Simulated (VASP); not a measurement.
Wanted: the native input for a VASP 6.6.1 run.

* Task: single point
* Functional: RPBE
* Potentials or basis: VASP PAW PBE potentials, release 64 (Sr_sv)
* Cutoff: 520 eV
* k mesh: 10 × 10 × 3
* Occupations: fermi-dirac, width 0.1 eV
* Spin: no spin polarisation
* Dipole correction: no
* Further INCAR settings: ALGO = Normal; EDIFF = 1e-06; NBANDS = 28

The structure of Sr lies in POSCAR:

```
Sr
1.0
    4.5229329890      0.0000000000      0.0000000000
   -2.2614664945      3.9169748681      0.0000000000
    0.0000000000      0.0000000000     14.8065045689
Sr
4
Direct
    1.0000000000      1.0000000000      0.0000000000
    1.0000000000      1.0000000000      0.5000000000
    0.3333333333      0.6666666667      0.2500000000
    0.6666666667      0.3333333333      0.7500000000
```

This cell differs from its parent crystal: volume scaled by 1.12.

One way to write it, as run:

INCAR

```
SYSTEM = Sr
  PREC = Accurate
  ENCUT = 520
  EDIFF = 1E-6
  ISMEAR = -1
  SIGMA = 0.1
  LREAL = .False.
  LASPH = .True.
  NELM = 80
  ALGO = Normal
  ISIF = 2
  LWAVE = .False.
  LCHARG = .False.
  GGA = RP
  NBANDS = 28
```

KPOINTS

```
regular mesh
0
Gamma
  10 10 3
  0 0 0
```

Potentials or basis: VASP PAW PBE potentials, release 64 (Sr_sv).

Command:

```bash
$ cat potpaw_PBE.64/Sr_sv/POTCAR > POTCAR
$ mpirun -np 1 vasp_std > vasp.out
```

It gave:

| Item | Value |
| --- | --- |
| Pressure | -1.0 GPa |
| Band gap on the k mesh | zero (band 20 reaches 1.23 eV, above the bottom of band 21 at 0.99 eV) |

Caveat: the PAW data sets were made with another functional, which shifts forces and pressure a little.

Wall time 2 min on 1 thread of Intel(R) Xeon(R) 6975P-C (Granite Rapids) (shared host), peak memory 0.45 GiB.
